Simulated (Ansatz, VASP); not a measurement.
## SnC3: VASP beside Ansatz

```
C Sn
1.0
     2.97889    0.00000    0.00000
     0.00000    2.97889    0.00000
     0.00000    0.00000    4.64352
C Sn
3 1
Direct
  0.50000 0.00000 0.82036
  0.50000 0.50000 0.00000
  0.00000 0.50000 0.17964
  0.00000 0.00000 0.50000
```

Alike in both runs: task single point; functional r2SCAN; k mesh 8 × 8 × 6; no spin polarisation.

```csv
,VASP,Ansatz
version,VASP 6.6.1,Ansatz 0.2.0
potentials or method,"VASP PAW PBE potentials, release 64 (C, Sn_d)","plane waves, PAW"
plane-wave cutoff (eV),520,500
occupations,"gaussian, width 0.01 eV",fixed
valence electrons in the cell,26,26
```

|  | VASP | Ansatz | Ansatz less VASP |
| --- | --- | --- | --- |
| gap on the k mesh at the Fermi level (eV) | 0.40 | 0.40 | -0.003 |
| pressure (GPa) | 0.4 | 0.0 | -0.44 |
| traceless stress, the component that is largest in VASP (GPa) | -0.06 | 0.00 | +0.057 |

VASP's potentials were made for PBE, not for r2SCAN.
